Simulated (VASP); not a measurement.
Crystal: Al2Cu.

```
Al Cu
1.0
     4.10518    0.00000    0.00000
     0.00000    4.10518    0.00000
     0.00000    0.00000    2.89131
Al Cu
2 1
Cartesian
  2.0526 0.0000 1.4457
  0.0000 2.0526 1.4457
  0.0000 0.0000 0.0000
```

Base run:

```yaml
Program: VASP 6.6.1
Functional: PBEsol
Potentials_or_basis: VASP PAW PBE potentials, release 64 (Al, Cu)
Cutoff: 520 eV
k_mesh: 8 × 8 × 10
Occupations: gaussian, width 0.1 eV
Spin: no spin polarisation
```

Its results: band gap on the k mesh zero (an odd number of electrons rules out a gap without spin polarisation); pressure -2.1 GPa.

Question: After a change of settings the same cell gave: band gap on the k mesh zero (an odd number of electrons rules out a gap without spin polarisation); pressure 1.6 GPa. Which change was it?
A. k mesh from 8 × 8 × 10 to 6 × 6 × 8; further incar settings from ALGO = Normal; EDIFF = 1e-06; NBANDS = 16 to ALGO = Normal; EDIFF = 1e-07; NBANDS = 16
B. k mesh from 8 × 8 × 10 to 2 × 2 × 4
C. k mesh from 8 × 8 × 10 to 6 × 6 × 10; further incar settings from ALGO = Normal; EDIFF = 1e-06; NBANDS = 16 to ALGO = Fast; EDIFF = 1e-06; NBANDS = 16
D. k mesh from 8 × 8 × 10 to 12 × 12 × 16; further incar settings from ALGO = Normal; EDIFF = 1e-06; NBANDS = 16 to ALGO = Fast; EDIFF = 1e-07; NBANDS = 16

Answer: B.

Caveats: some runs use coarse meshes; the PAW data sets were made with another functional, which shifts forces and pressure a little.
